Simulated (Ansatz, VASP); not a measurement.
# One calculation of NaCl, two programs

```
Na Cl
1.0
     0.00000    2.74664    2.82977
     2.74664    0.00000    2.82977
     2.74664    2.74664    0.00000
Na Cl
1 1
Direct
  0.00000 0.00000 0.00000
  0.50000 0.50000 0.50000
```

Change from the starting cell: epitaxial_xy strain -2.0%.

Alike in both runs: task single point; functional PBE; k mesh 8 × 8 × 8; occupations fermi-dirac, width 0.02 eV; no spin polarisation.

|  | VASP | Ansatz |
| --- | --- | --- |
| version | VASP 6.6.1 | Ansatz 0.2.0 |
| potentials or method | VASP PAW PBE potentials, release 64 (Na_pv, Cl) | plane waves, PAW |
| plane-wave cutoff (eV) | 520 | 420 |
| valence electrons in the cell | 14 | 16 |

```csv
,VASP,Ansatz,Ansatz less VASP
gap on the k mesh at the Fermi level (eV),5.29,5.29,0.000
pressure (GPa),2.3,2.3,+0.02
"traceless stress, the component that is largest in VASP (GPa)",-1.05,-1.04,+0.008
```

VASP's potentials hold 14 valence electrons a cell and Ansatz's 16, so a difference there can come from the potentials and not from the codes.
